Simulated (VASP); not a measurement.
# Mg3Se4 (Cmmm) in VASP: a series of runs, part 2 of 2

VASP 6.6.1. Earlier steps stand in the parts before.

**3. Relaxation of cell and atoms, PBE**

This run uses another cell than the first one, of 22.22 Å³/atom.

Contents of INCAR:

```
SYSTEM = Mg3Se4
PREC = Accurate
ENCUT = 600
EDIFF = 1E-7
ISMEAR = 0
SIGMA = 0.2
LREAL = .FALSE.
LASPH = .TRUE.
NELM = 100
ALGO = Normal
ISIF = 3
LWAVE = .FALSE.
LCHARG = .FALSE.
GGA = PE
IBRION = 2
NSW = 36
EDIFFG = -0.08
```

Contents of KPOINTS:

```
Automatic mesh
0
G
  3 3 4
  0 0 0
```

Contents of POSCAR:

```
Mg3Se4
1.0
    3.8251137400     -5.3137271300      0.0000000000
    3.8251137400      5.3137271300      0.0000000000
    0.0000000000      0.0000000000      3.8256304900
Mg Se
3 4
Direct
    0.5000000000      0.0000000000      0.5000000000
    0.0000000000      0.5000000000      0.5000000000
    0.0000000000      0.0000000000      0.0000000000
    0.2531226300      0.2531226300      0.5000000000
    0.7468773700      0.7468773700      0.5000000000
    0.7399198000      0.2600802000      0.0000000000
    0.2600802000      0.7399198000      0.0000000000
```

Potentials or basis: VASP PAW PBE potentials, release 64 (Mg, Se).

The run is started by

```console
> cat potpaw_PBE.64/Mg/POTCAR potpaw_PBE.64/Se/POTCAR > POTCAR
> mpirun -np 1 vasp_std > vasp.out
```

OUTCAR:

```text
SYSTEM = Mg3Se4
   PREC = Accurate
   ENCUT = 600
   EDIFF = 1E-7
   ISMEAR = 0
   LREAL = .FALSE.
   LASPH = .TRUE.
   NELM = 100
   ISIF = 3
   GGA = PE
   IBRION = 2
   NSW = 36
   EDIFFG = -0.08

 ion  position               nearest neighbor table
   1  0.500  0.000  0.500-   4 2.66   5 2.66   6 2.71   7 2.71   6 2.71   7 2.71
   2  0.000  0.500  0.500-   4 2.66   5 2.66   6 2.71   7 2.71   6 2.71   7 2.71
   3  0.000  0.000  0.000-   4 2.72   5 2.72   4 2.72   5 2.72   6 2.76   7 2.76
   4  0.253  0.253  0.500-   1 2.66   2 2.66   3 2.72   3 2.72
   5  0.747  0.747  0.500-   1 2.66   2 2.66   3 2.72   3 2.72
   6  0.740  0.260  0.000-   1 2.71   2 2.71   1 2.71   2 2.71   3 2.76
   7  0.260  0.740  0.000-   1 2.71   2 2.71   1 2.71   2 2.71   3 2.76

  LATTYP: Found a base centered orthorhombic cell.
 ALAT       =     7.6502274800
 B/A-ratio  =     1.3891683990
 C/A-ratio  =     0.5000675470

  Lattice vectors:

 A1 = (   3.8251137400,  -5.3137271300,   0.0000000000)
 A2 = (   3.8251137400,   5.3137271300,   0.0000000000)
 A3 = (   0.0000000000,   0.0000000000,   3.8256304900)

Analysis of symmetry for initial positions (statically):
=====================================================================
 Subroutine PRICEL returns:
 Original cell was already a primitive cell.

 Routine SETGRP: Setting up the symmetry group for a
 base centered orthorhombic supercell.

 Subroutine GETGRP returns: Found  8 space group operations
 (whereof  8 operations were pure point group operations)
 out of a pool of  8 trial point group operations.

The static configuration has the point symmetry D_2h.

Analysis of symmetry for dynamics (positions and initial velocities):
=====================================================================
 Subroutine PRICEL returns:
 Original cell was already a primitive cell.

 Routine SETGRP: Setting up the symmetry group for a
 base centered orthorhombic supercell.

 Subroutine GETGRP returns: Found  8 space group operations
 (whereof  8 operations were pure point group operations)
 out of a pool of  8 trial point group operations.

[... 122 lines left out ...]
   GGA     = PE    functional components
   LHFCALC =     F    Hartree Fock is set to
   AEXX    =    0.0000 exact exchange contribution
   IVDW    =     0    specifies the selected vdW correction
   LEPSILON=     F    determine dielectric tensor
   LRPA    =     F    only Hartree local field effects (RPA)
 conjugate gradient relaxation of ions
 non-spin polarized calculation
 Gauss-broadening in eV      SIGMA  =   0.20
  energy-cutoff  :      600.00
  volume of cell :      155.52
 maximum number of plane-waves:      5215
 NGX is ok and might be reduce to    54
   NGX = 27   NGY = 27   NGZ = 15

--------------------------------------- Ionic step        1  -------------------------------------------

 number of electron      29.9999999 magnetization

 Free energy of the ion-electron system (eV)
  ---------------------------------------------------
  ext. energy  EPLUGINS =         0.00000000
  ---------------------------------------------------
  free energy    TOTEN  =       -24.32346228 eV

  energy without entropy =      -24.19826904  energy(sigma->0) =      -24.26086566

------------------------ aborting loop because EDIFF is reached ----------------------------------------

  FORCE on cell =-STRESS in cart. coord.  units (eV):
  Direction    XX          YY          ZZ          XY          YZ          ZX
  --------------------------------------------------------------------------------------
  -------------------------------------------------------------------------------------
  Total        0.8721563      1.2398128      0.5793034      0.0000000      0.0000000      0.0000000
  in kB        8.9852112     12.7729170      5.9681548      0.0000000      0.0000000      0.0000000
  external PRESSURE =       9.2420943 kB  Pullay stress =       0.0000000 kB
[... 104 lines left out ...]
  FREE ENERGIE OF THE ION-ELECTRON SYSTEM (eV)
  ---------------------------------------------------
  free  energy   TOTEN  =       -24.3367382672 eV

  energy  without entropy=      -24.2065703500  energy(sigma->0) =      -24.27165431

[... ionic steps 4 to 30 ...]

--------------------------------------- Ionic step       31  -------------------------------------------

 number of electron      30.0000004 magnetization

------------------------ aborting loop because EDIFF is reached ----------------------------------------
[... 77 lines left out ...]
--------------------------------------- Ionic step       33  -------------------------------------------

 number of electron      30.0000001 magnetization

 Free energy of the ion-electron system (eV)
  ---------------------------------------------------
  ext. energy  EPLUGINS =         0.00000000
  ---------------------------------------------------
  free energy    TOTEN  =       -24.86642372 eV

  energy without entropy =      -24.86584543  energy(sigma->0) =      -24.86613458

 E-fermi :   2.8548     XC(G=0):  -9.1709

 val. band max:        2.4678052733   @ k =   0.0000   0.0000   0.2500
 cond. band min:       3.1721410971   @ k =   0.0000   0.0000   0.0000
 fundamental gap:      0.7043358238
 Fermi energy:         2.8547931938

 k-point     1 :       0.0000    0.0000    0.0000
  band No.  band energies     occupation
      1     -10.5929      2.00000
      2     -10.0394      2.00000
      3      -9.5063      2.00000
      4      -9.2442      2.00000
      5      -3.1343      2.00000
      6      -1.7230      2.00000
[... 287 lines left out ...]
  FREE ENERGIE OF THE ION-ELECTRON SYSTEM (eV)
  ---------------------------------------------------
  free  energy   TOTEN  =       -24.8664237220 eV

  energy  without entropy=      -24.8658454316  energy(sigma->0) =      -24.86613458

 reached required accuracy - stopping structural energy minimisation
```

CONTCAR:

```text
Mg3Se4
   1.00000000000000
     4.5207712126797190   -5.4490063883224638    0.0000000000000000
     4.5207712126797190    5.4490063883224638    0.0000000000000000
     0.0000000000000000    0.0000000000000000    3.1444085258099284
  Mg              Se
     3     4
Direct
     0.5000000000000000    0.0000000000000000    0.5000000000000000
     0.0000000000000000    0.5000000000000000    0.5000000000000000
     0.0000000000000000    0.0000000000000000    0.0000000000000000
     0.2397431353854543    0.2397431353854543    0.5000000000000000
     0.7602568646145454    0.7602568646145454    0.5000000000000000
     0.7468498261036925    0.2531501738963076    0.0000000000000000
     0.2531501738963076    0.7468498261036925    0.0000000000000000

  0.00000000E+00  0.00000000E+00  0.00000000E+00
  0.00000000E+00  0.00000000E+00  0.00000000E+00
  0.00000000E+00  0.00000000E+00  0.00000000E+00
  0.00000000E+00  0.00000000E+00  0.00000000E+00
  0.00000000E+00  0.00000000E+00  0.00000000E+00
  0.00000000E+00  0.00000000E+00  0.00000000E+00
  0.00000000E+00  0.00000000E+00  0.00000000E+00
```

Run time: 28 min. Hardware: 1 thread of AMD EPYC 7R43 (Zen 3), shared host; peak memory 0.28 GiB.

Results:

| Property | Result |
| --- | --- |
| Free energy | -24.8664 eV |
| Relaxed volume | 22.13 Å³/atom |
| Relaxed cell | a = 7.080 Å, b = 7.080 Å, c = 3.144 Å, α = 90.00°, β = 90.00°, γ = 100.64° |
| Space group after relaxing (to 0.1 Å) | Cmmm (No. 65) |
| Energy gained by relaxing | 77.6 meV/atom |
| Ionic steps | 33 |
| Pressure after relaxing | 0.1 GPa |
| Largest force after relaxing | 0.033 eV/Å |
| Band gap on the k mesh | zero (bands 15 and 16 overlap by 2.54 eV) |

Forces in eV/Å, atoms in the order of the input:
```
Mg   0.000  0.000  0.000
Mg   0.000  0.000  0.000
Mg   0.000  0.000  0.000
Se  -0.010  0.000  0.000
Se   0.010  0.000  0.000
Se   0.000  0.033  0.000
Se   0.000 -0.033  0.000
```

Stress tensor (GPa, compression positive):
```
-0.05  0.00  0.00
 0.00  0.15  0.00
 0.00  0.00  0.12
```

The path:
```csv
step,energy change (eV),largest force (eV/Å),pressure (GPa),volume (Å³)
1,0.0000,0.1760,0.92,155.52
2,-0.0127,0.2041,-0.02,158.42
3,-0.0133,0.2114,-0.26,159.21
4,-0.0200,0.1804,-0.21,159.35
5,-0.0320,0.0875,-0.02,159.75
6,-0.0334,0.1488,0.08,159.93
7,-0.0418,0.1412,-0.10,160.59
8,-0.0523,0.1221,-0.52,162.27
9,-0.0551,0.1376,-0.50,162.21
10,-0.0619,0.1903,-0.45,162.00
11,-0.0665,0.3166,-0.31,161.50
12,-0.0836,0.3025,-0.23,160.85
13,-0.1447,0.2677,-0.01,158.74
14,-0.2767,0.3227,0.61,153.86
15,-0.2746,0.2815,0.46,154.52
16,-0.2770,0.3097,0.56,154.07
17,-0.2845,0.3780,0.54,153.78
18,-0.2845,0.3803,0.54,153.77
19,-0.2980,0.3907,0.40,154.04
20,-0.3328,0.4179,0.01,154.83
21,-0.3768,0.4583,-0.63,156.37
22,-0.3723,0.5035,-1.50,159.26
23,-0.3895,0.4807,-1.07,157.68
24,-0.4183,0.3920,-0.48,156.16
25,-0.4447,0.4382,0.90,152.98
26,-0.4773,0.3499,0.69,153.62
27,-0.5249,0.1602,0.23,155.55
28,-0.5256,0.1396,0.18,155.83
29,-0.5342,0.1076,-0.26,156.77
30,-0.5352,0.0908,-0.47,157.25
31,-0.5402,0.0840,-0.08,155.79
32,-0.5407,0.0806,0.10,155.15
33,-0.5430,0.0330,0.07,154.92
```

Final structure:
```yaml
crystal:
  lattice:
    - [4.52077, -5.44901, 0.00000]
    - [4.52077, 5.44901, 0.00000]
    - [0.00000, 0.00000, 3.14441]
  atoms:
    - { symbol: Mg, position: [0.50000, 0.00000, 0.50000] }
    - { symbol: Mg, position: [0.00000, 0.50000, 0.50000] }
    - { symbol: Mg, position: [0.00000, 0.00000, 0.00000] }
    - { symbol: Se, position: [0.23974, 0.23974, 0.50000] }
    - { symbol: Se, position: [0.76026, 0.76026, 0.50000] }
    - { symbol: Se, position: [0.74685, 0.25315, 0.00000] }
    - { symbol: Se, position: [0.25315, 0.74685, 0.00000] }
```

Caveat: the k points lie up to 0.50 Å⁻¹ apart in the final cell, too coarse for converged energies and pressures of a metal; a cell axis changed by over 15 % at a fixed basis, so the end point is rough; the relaxation stopped at a loose force limit of 0.08 eV/Å, so its end isn't a converged minimum.
